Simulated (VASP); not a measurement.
# PdAu2 (Fd-3m) in VASP: single point with PBE

Aim: the single point of PdAu2 with PBE.

All numbers are computed with VASP 6.6.1; they aren't measurements. Logs are shortened: lines on timing, memory, paths and dates and some standing lists are left out, and cuts for length are marked.

### Step 1. The cell of the first run

It takes space group Fd-3m (No. 227, cubic). The conventional cell has a = 7.632 Å, b = 7.632 Å, c = 7.632 Å, α = 90.00°, β = 90.00°, γ = 90.00°. Within 4.2 Å of Pd (site symmetry -43m) lie 12 Au at 3.16 Å and 4 Pd at 3.30 Å. Au (site symmetry -3m) has 6 Au at 2.70 Å and 6 Pd at 3.16 Å within 3.6 Å.

### Step 2. Single point, PBE

Contents of INCAR:

```
SYSTEM = PdAu2
PREC = Accurate
ENCUT = 520
EDIFF = 1E-7
ISMEAR = 0
SIGMA = 0.1
LREAL = .FALSE.
LASPH = .TRUE.
NELM = 80
ALGO = Fast
ISIF = 2
LWAVE = .FALSE.
LCHARG = .FALSE.
GGA = PE
NBANDS = 41
```

Contents of KPOINTS:

```
regular mesh
0
G
  8 8 8
  0 0 0
```

Contents of POSCAR:

```
PdAu2
1.0
    0.0000000000      3.8157861023      3.8157861023
    3.8157861023      0.0000000000      3.8157861023
    3.8157861023      3.8157861023      0.0000000000
Pd Au
2 4
Direct
    0.5000000000      0.5000000000      0.5000000000
    0.7500000000      0.7500000000      0.7500000000
    0.1250000000      0.1250000000      0.1250000000
    0.6250000000      0.1250000000      0.1250000000
    0.1250000000      0.1250000000      0.6250000000
    0.1250000000      0.6250000000      0.1250000000
```

Potentials or basis: VASP PAW PBE potentials, release 64 (Pd, Au).

Started as:

```bash
> cat potpaw_PBE.64/Pd/POTCAR potpaw_PBE.64/Au/POTCAR > POTCAR
> mpirun -np 1 vasp_std > vasp.out
```

OUTCAR:

```text
SYSTEM = PdAu2
   PREC = Accurate
   ENCUT = 520
   EDIFF = 1E-7
   ISMEAR = 0
   LREAL = .FALSE.
   LASPH = .TRUE.
   NELM = 80
   ISIF = 2
   GGA = PE

 ion  position               nearest neighbor table
   1  0.500  0.500  0.500-   3 3.16   5 3.16   6 3.16   3 3.16   4 3.16   5 3.16   3 3.16   4 3.16
                             6 3.16   4 3.16   5 3.16   6 3.16   2 3.30   2 3.30   2 3.30   2 3.30
   2  0.750  0.750  0.750-   4 3.16   5 3.16   6 3.16   3 3.16   4 3.16   6 3.16   3 3.16   4 3.16
                             5 3.16   3 3.16   5 3.16   6 3.16   1 3.30   1 3.30   1 3.30   1 3.30
   3  0.125  0.125  0.125-   4 2.70   5 2.70   6 2.70   5 2.70   6 2.70   4 2.70   1 3.16   2 3.16
                             1 3.16   2 3.16   1 3.16   2 3.16
   4  0.625  0.125  0.125-   3 2.70   5 2.70   6 2.70   3 2.70   5 2.70   6 2.70   2 3.16   1 3.16
                             1 3.16   2 3.16   2 3.16   1 3.16
   5  0.125  0.125  0.625-   3 2.70   3 2.70   4 2.70   6 2.70   6 2.70   4 2.70   1 3.16   2 3.16
                             1 3.16   2 3.16   1 3.16   2 3.16
   6  0.125  0.625  0.125-   3 2.70   5 2.70   3 2.70   4 2.70   5 2.70   4 2.70   2 3.16   1 3.16
                             2 3.16   2 3.16   1 3.16   1 3.16

  LATTYP: Found a face centered cubic cell.
 ALAT       =     7.6315722046

  Lattice vectors:

 A1 = (   0.0000000000,   3.8157861023,   3.8157861023)
 A2 = (   3.8157861023,   0.0000000000,   3.8157861023)
 A3 = (   3.8157861023,   3.8157861023,   0.0000000000)

Analysis of symmetry for initial positions (statically):
=====================================================================
 Subroutine PRICEL returns:
 Original cell was already a primitive cell.

 Routine SETGRP: Setting up the symmetry group for a
 face centered cubic supercell.

 Subroutine GETGRP returns: Found 48 space group operations
 (whereof 24 operations were pure point group operations)
 out of a pool of 48 trial point group operations.

The static configuration has the point symmetry T_d .
 The point group associated with its full space group is O_h .

Analysis of symmetry for dynamics (positions and initial velocities):
=====================================================================
 Subroutine PRICEL returns:
 Original cell was already a primitive cell.

 Routine SETGRP: Setting up the symmetry group for a
 face centered cubic supercell.

 Subroutine GETGRP returns: Found 48 space group operations
 (whereof 24 operations were pure point group operations)
 out of a pool of 48 trial point group operations.

The dynamic configuration has the point symmetry T_d .
 The point group associated with its full space group is O_h .

 Subroutine INISYM returns: Found 48 space group operations
 (whereof 24 operations are pure point group operations),
 and found     1 'primitive' translations

----------------------------------------------------------------------------------------

                                     Primitive cell

  volume of cell :     111.1174

  direct lattice vectors                    reciprocal lattice vectors
     0.000000000  3.815786102  3.815786102    -0.131034599  0.131034599  0.131034599
     3.815786102  0.000000000  3.815786102     0.131034599 -0.131034599  0.131034599
     3.815786102  3.815786102  0.000000000     0.131034599  0.131034599 -0.131034599

  length of vectors
     5.396336457  5.396336457  5.396336457     0.226958582  0.226958582  0.226958582

  position of ions in fractional coordinates (direct lattice)
     0.500000000  0.500000000  0.500000000
     0.750000000  0.750000000  0.750000000
     0.125000000  0.125000000  0.125000000
     0.625000000  0.125000000  0.125000000
     0.125000000  0.125000000  0.625000000
     0.125000000  0.625000000  0.125000000

  ion indices of the primitive-cell ions
   primitive index   ion index
                 1           1
                 2           2
                 3           3
                 4           4
                 5           5
                 6           6

----------------------------------------------------------------------------------------

 KPOINTS: regular mesh

Automatic generation of k-mesh.
 Grid dimensions read from file:
 generate k-points for:    8    8    8

 Generating k-lattice:

  Cartesian coordinates                     Fractional coordinates (reciprocal lattice)
    -0.016379325  0.016379325  0.016379325     0.125000000  0.000000000  0.000000000
     0.016379325 -0.016379325  0.016379325     0.000000000  0.125000000  0.000000000
     0.016379325  0.016379325 -0.016379325     0.000000000  0.000000000  0.125000000

  Length of vectors
     0.028369823  0.028369823  0.028369823

  Shift w.r.t. Gamma in fractional coordinates (k-lattice)
     0.000000000  0.000000000  0.000000000

 Subroutine IBZKPT returns following result:
 ===========================================

 Found     29 irreducible k-points:

 Following reciprocal coordinates:
            Coordinates               Weight
  0.000000  0.000000  0.000000      1.000000
  0.125000  0.000000  0.000000      8.000000
  0.250000  0.000000  0.000000      8.000000
  0.375000  0.000000  0.000000      8.000000
  0.500000  0.000000  0.000000      4.000000
  0.125000  0.125000  0.000000      6.000000
[... 16 lines left out ...]
  0.500000  0.250000  0.125000     48.000000
 -0.375000  0.250000  0.125000     24.000000
 [... further k-points ...]
   k-points           NKPTS =     29   k-points in BZ     NKDIM =     29   number of bands    NBANDS=     41
   number of dos      NEDOS =    301   number of ions     NIONS =      6
   total plane-waves  NPLWV =  64000
   dimension x,y,z NGX =    40 NGY =   40 NGZ =   40
   dimension x,y,z NGXF=    80 NGYF=   80 NGZF=   80
   ions per type =               2   4
   NGX,Y,Z   is equivalent  to a cutoff of  12.32, 12.32, 12.32 a.u.
   NGXF,Y,Z  is equivalent  to a cutoff of  24.65, 24.65, 24.65 a.u.
 SYSTEM =  PdAu2
   PREC   = accura    normal or accurate (medium, high low for compatibility)
   ISTART =      0    job   : 0-new  1-cont  2-samecut
   ICHARG =      2    charge: 1-file 2-atom 10-const
   ISPIN  =      1    spin polarized calculation?
   LNONCOLLINEAR =      F non collinear calculations
   LSORBIT =      F    spin-orbit coupling
   LASPH  =      T    aspherical Exc in radial PAW
   ENCUT  =  520.0 eV  38.22 Ry    6.18 a.u.  10.03 10.03 10.03*2*pi/ulx,y,z
   NELM   =     80;   NELMIN=  2; NELMDL= -5     # of ELM steps
   EDIFF  = 0.1E-06   stopping-criterion for ELM
   LREAL  =      F    real-space projection
   EDIFFG = 0.1E-05   stopping-criterion for IOM
   NSW    =      0    number of steps for IOM
   IBRION =     -1    ionic relax: 0-MD 1-quasi-New 2-CG
   NFREE  =      0    steps in history (QN), initial steepest desc. (CG)
   ISIF   =      2    stress and relaxation
   ISYM   =      2    0-nonsym 1-usesym 2-fastsym
   POTIM  = 0.5000    time-step for ionic-motion
   TEBEG  =    0.0;   TEEND  =   0.0 temperature during run
   PSTRESS=    0.0 pullay stress
   NELECT =      64.0000    total number of electrons
   NUPDOWN=      -1.0000    fix difference up-down
   EMIN   =  10.00;   EMAX   =-10.00  energy-range for DOS
   EFERMI =   0.00;   METHOD = LEGACY
   ISMEAR =     0;   SIGMA  =   0.10  broadening in eV -4-tet -1-fermi 0-gaus
   EFERMI_NEDOS =   21; number of points for ismear=-14 and -15
   IALGO  =     68    algorithm
   IMIX   =      4    mixing-type and parameters
     AMIX     =   0.40;   BMIX     =  1.00
     AMIX_MAG =   1.60;   BMIX_MAG =  1.00
  volume/ion in A,a.u.               =      18.52       124.98
  Fermi-wavevector in a.u.,A,eV,Ry     =   1.362095  2.573987 25.242935  1.855303
  Thomas-Fermi vector in A             =   2.488615
   LORBIT       =      0    0 simple, 1 ext, 2 COOP (PROOUT), +10 PAW based schemes
   GGA     = PE    functional components
   LHFCALC =     F    Hartree Fock is set to
   AEXX    =    0.0000 exact exchange contribution
   IVDW    =     0    specifies the selected vdW correction
   LEPSILON=     F    determine dielectric tensor
   LRPA    =     F    only Hartree local field effects (RPA)
 non-spin polarized calculation
 RMM-DIIS sequential band-by-band and
 Gauss-broadening in eV      SIGMA  =   0.10
  energy-cutoff  :      520.00
  volume of cell :      111.12
 maximum number of plane-waves:      3028
   NGX = 21   NGY = 21   NGZ = 21

 number of electron      64.0000009 magnetization

 Free energy of the ion-electron system (eV)
  ---------------------------------------------------
  ext. energy  EPLUGINS =         0.00000000
  ---------------------------------------------------
  free energy    TOTEN  =       -22.27984764 eV

  energy without entropy =      -22.26770389  energy(sigma->0) =      -22.27377577

 E-fermi :   7.5017     XC(G=0): -12.0169

 val. band max:        7.4768310251   @ k =  -0.3750   0.2500   0.0000
 cond. band min:       7.5407379082   @ k =   0.2500   0.0000   0.0000
 fundamental gap:      0.0639068831
 Fermi energy:         7.5016748481

 k-point     1 :       0.0000    0.0000    0.0000
  band No.  band energies     occupation
      1      -1.5889      2.00000
      2       0.8947      2.00000
      3       1.0809      2.00000
      4       1.0809      2.00000
      5       1.0809      2.00000
      6       2.0549      2.00000
[... 33 lines left out ...]
     40      13.2655      0.00000
     41      13.9026      0.00000

 k-point     2 :       0.1250    0.0000    0.0000
  band No.  band energies     occupation
      1      -1.4579      2.00000
      2       1.0003      2.00000
      3       1.1173      2.00000
      4       1.1601      2.00000
      5       1.1601      2.00000
      6       2.1040      2.00000
[... 957 lines left out ...]
     40      15.1556      0.00000
     41      16.1110      0.00000

 k-point    24 :      -0.3750    0.2500    0.1250
  band No.  band energies     occupation
      1      -0.1103      2.00000
      2       1.5385      2.00000
      3       1.8797      2.00000
      4       1.9583      2.00000
      5       2.1243      2.00000
      6       2.2320      2.00000
[... 33 lines left out ...]
     40      14.5452      0.00000
     41      16.5368      0.00000

 [... further k-points ...]

------------------------ aborting loop because EDIFF is reached ----------------------------------------

  FORCE on cell =-STRESS in cart. coord.  units (eV):
  Direction    XX          YY          ZZ          XY          YZ          ZX
  --------------------------------------------------------------------------------------
  -------------------------------------------------------------------------------------
  Total       -0.1428838     -0.1428838     -0.1428838      0.0000000     -0.0000000     -0.0000000
  in kB       -2.0602105     -2.0602105     -2.0602105      0.0000000     -0.0000000     -0.0000000
  external PRESSURE =      -2.0602105 kB  Pullay stress =       0.0000000 kB

 VOLUME and BASIS-vectors are now :
 -----------------------------------------------------------------------------
  energy-cutoff  :      520.00
  volume of cell :      111.12
      direct lattice vectors                 reciprocal lattice vectors
     0.000000000  3.815786102  3.815786102    -0.131034599  0.131034599  0.131034599
     3.815786102  0.000000000  3.815786102     0.131034599 -0.131034599  0.131034599
     3.815786102  3.815786102  0.000000000     0.131034599  0.131034599 -0.131034599

 POSITION                                       TOTAL-FORCE (eV/Angst)
 -----------------------------------------------------------------------------------
      3.81579      3.81579      3.81579         0.000000      0.000000      0.000000
      5.72368      5.72368      5.72368        -0.000000     -0.000000     -0.000000
      0.95395      0.95395      0.95395        -0.000000     -0.000000      0.000000
      0.95395      2.86184      2.86184        -0.000000     -0.000000      0.000000
      2.86184      2.86184      0.95395        -0.000000     -0.000000      0.000000
      2.86184      0.95395      2.86184        -0.000000     -0.000000      0.000000
 -----------------------------------------------------------------------------------
    total drift:                                0.000000     -0.000000      0.000000

  FREE ENERGIE OF THE ION-ELECTRON SYSTEM (eV)
  ---------------------------------------------------
  free  energy   TOTEN  =       -22.2798476413 eV

  energy  without entropy=      -22.2677038945  energy(sigma->0) =      -22.27377577
```

Wall time 2.2 min (1 thread of Intel Xeon Platinum 8375C at 2.90GHz (Ice Lake), shared host); peak memory 0.3 GiB.

Results:

```yaml
Free_energy: -22.2798 eV
Pressure: -0.2 GPa
Band_gap_on_the_k_mesh: zero (band 32 reaches 7.86 eV, above the bottom of band 33 at 7.02 eV)
```

Caveat: spin-orbit coupling is left out, which moves the levels of the heavy elements.
